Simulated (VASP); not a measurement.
Crystal: LiH.

```
Li H
1.0
     2.87089    0.00903   -0.03904
    -1.42762    2.41149    0.01788
    -0.16439   -0.00797   11.78970
Li H
5 5
Cartesian
  -1.5386 2.4033 9.4063
  -0.0256 0.0437 -0.1101
  -0.0431 0.0539 2.4647
  -0.0486 1.6012 4.7390
  1.3658 0.7756 7.0481
  -0.1437 1.5938 8.1851
  1.2729 0.7905 10.5638
  -0.0197 1.5880 1.2200
  1.4162 0.7581 3.5869
  -1.5008 2.4406 5.9222
```

- Program: VASP 6.6.1
- Task: relaxation of cell and atoms
- Functional: PBE
- Potentials or basis: VASP PAW PBE potentials, release 64 (Li_sv, H)
- Cutoff: 750 eV
- k mesh: 6 × 6 × 1
- Occupations: gaussian, width 0.1 eV
- Spin: no spin polarisation

At the start: pressure -0.3 GPa; volume 8.18 Å³/atom.

**Question.** Where does the relaxation end?

**Answer.** Over 7 steps the energy falls by 9.0 meV/atom and the volume is 8.05 Å³/atom (-1.5 %); space group P1 (No. 1, to 0.1 Å) before, P-3m1 (No. 164, to 0.1 Å).

Step by step:
| step | energy change (eV) | largest force (eV/Å) | pressure (GPa) | volume (Å³) |
| --- | --- | --- | --- | --- |
| 1 | 0.0000 | 0.7792 | -0.30 | 81.76 |
| 2 | -0.0463 | 0.4735 | -0.29 | 81.58 |
| 3 | -0.0774 | 0.0986 | -0.22 | 81.26 |
| 4 | -0.0820 | 0.0822 | -0.15 | 81.07 |
| 5 | -0.0886 | 0.0378 | 0.08 | 80.50 |
| 6 | -0.0886 | 0.0349 | 0.10 | 80.45 |
| 7 | -0.0896 | 0.0229 | 0.06 | 80.54 |

Final structure:
```yaml
crystal:
  lattice:
    - [2.80157, -0.00285, -0.00164]
    - [-1.40306, 2.43508, 0.00393]
    - [-0.00555, 0.01571, 11.81242]
  atoms:
    - { symbol: Li, position: [0.00119, 0.99511, 0.79270] }
    - { symbol: Li, position: [0.99665, 0.00885, 0.99943] }
    - { symbol: Li, position: [0.00111, 0.00504, 0.20678] }
    - { symbol: Li, position: [0.33712, 0.66467, 0.40271] }
    - { symbol: Li, position: [0.66792, 0.32927, 0.59794] }
    - { symbol: H, position: [0.33119, 0.66366, 0.69551] }
    - { symbol: H, position: [0.66275, 0.33458, 0.89609] }
    - { symbol: H, position: [0.33106, 0.66887, 0.10321] }
    - { symbol: H, position: [0.66824, 0.33089, 0.30483] }
    - { symbol: H, position: [0.00277, 0.99906, 0.50079] }
```

Caveat: the k points lie up to 0.53 Å⁻¹ apart in the final cell.
